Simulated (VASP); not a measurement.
Runs of VASP 6.6.1 on AlN. The structure is that of space group F-43m (No. 216), or close to it. The cells are those of the table. 

| cell | gap on the mesh (eV) | pressure (GPa) |
| --- | --- | --- |
| a = 3.066, b = 3.066, c = 3.042 Å, angles 60.3, 60.3, 59.5°, 2 atoms | 3.91 | 6.6 |
| a = 3.043, b = 3.043, c = 2.996 Å, angles 60.5, 60.5, 59.0°, 2 atoms | (c) | 14.3 |
| a = 3.112, b = 3.112, c = 3.135 Å, angles 59.8, 59.8, 60.5°, 2 atoms | (a) | (b) |
| a = 2.997, b = 2.997, c = 2.903 Å, angles 61.0, 61.0, 57.9°, 2 atoms | 3.78 | 32.8 |
| a = 3.135, b = 3.135, c = 3.181 Å, angles 59.5, 59.5, 61.0°, 2 atoms | 3.73 | -11.3 |

Alike in all rows: task single point; level r2SCAN; potentials or basis VASP PAW PBE potentials, release 64 (Al, N); no spin polarisation; k mesh 10 × 10 × 10; cutoff (eV) 520; smearing gaussian 0.05 eV.

Q: Estimate the missing entries.

A: (a) 3.83; (b) -6.1; (c) 3.87.

Caveats: the PAW data sets were made with another functional, which shifts forces and pressure a little; the cell stands under pressure (at least some runs); the cell stands under tension (at least some runs).

A k mesh can miss the band edges.
